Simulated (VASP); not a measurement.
Wanted: the native input for a VASP 6.6.1 run.

```yaml
Task: single point
Functional: PBE
Potentials_or_basis: VASP PAW PBE potentials, release 64 (In_d)
Cutoff: 520 eV
k_mesh: 16 × 16 × 16
Occupations: gaussian, width 0.1 eV
Spin: no spin polarisation
Dipole_correction: no
Further_INCAR_settings: ALGO = Fast; EDIFF = 1e-07; NBANDS = 12
```

The structure of In lies in POSCAR:

```
In
1.0
   -1.7142873300      1.7142873300      2.7159517890
    1.7142873300     -1.7142873300      2.7159517890
    1.5634456560      1.5634456560     -2.7159517890
In
1
Direct
    0.0000000000      0.0000000000      0.0000000000
```

This cell differs from its parent crystal: strained.

The input as run:

INCAR

```
SYSTEM = In
PREC = Accurate ; ENCUT = 520
EDIFF = 1E-7 ; ISMEAR = 0
SIGMA = 0.1 ; LREAL = .False.
LASPH = .True. ; NELM = 60
ALGO = Fast ; ISIF = 2
LWAVE = .False. ; LCHARG = .False.
GGA = PE ; NBANDS = 12
```

KPOINTS

```
Automatic mesh
0
Gamma
  16 16 16
  0 0 0
```

Potentials or basis: VASP PAW PBE potentials, release 64 (In_d).

Run with:

```console
$ cat potpaw_PBE.64/In_d/POTCAR > POTCAR
$ mpirun -np 1 vasp_std > vasp.out
```

Results of the run:

| Property | Result |
| --- | --- |
| Pressure | -1.7 GPa |

Caveat: the cell differs from its parent crystal (strained).

It took 2.5 min on 1 thread of Intel(R) Xeon(R) 6975P-C (Granite Rapids) (shared host), peak memory 0.32 GiB.
